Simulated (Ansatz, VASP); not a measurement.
# CdSi2 in VASP and in Ansatz

```
CELL_PARAMETERS angstrom
-2.98054 2.98054 2.62293
2.98054 -2.98054 2.62293
2.98054 2.98054 -2.62293
ATOMIC_POSITIONS crystal
Cd 0.25000 0.25000 0.00000
Cd 0.75000 0.75000 0.00000
Si 0.65800 0.15800 0.81600
Si 0.15800 0.34200 0.50000
Si 0.34200 0.84200 0.18400
Si 0.84200 0.65800 0.50000
```

Change from the starting cell: species swapped into the RhPb2 type (I4/mcm, No. 140).

Alike in both runs: task single point; functional PBE; k mesh 4 × 4 × 4; occupations gaussian, width 0.1 eV; no spin polarisation.

```csv
,VASP,Ansatz
version,VASP 6.6.1,Ansatz 0.2.0
potentials or method,"VASP PAW PBE potentials, release 64 (Cd, Si), cutoff 520 eV","scalar-relativistic, plane waves, PAW"
valence electrons in the cell,40,56
```

|  | VASP | Ansatz | Ansatz less VASP |
| --- | --- | --- | --- |
| gap on the k mesh at the Fermi level (eV) | none | none | - |
| rms of the force components (eV/Å) | 0.845 | 0.828 | -0.0173 |

Atom by atom the forces differ by 0.017 eV/Å (rms over components). A gap of «none» marks a metal or a gap that the smearing closes. VASP's potentials hold 40 valence electrons a cell and Ansatz's 56, so a difference there can come from the potentials and not from the codes.

The k mesh is coarse, so the values compare programs but aren't converged.
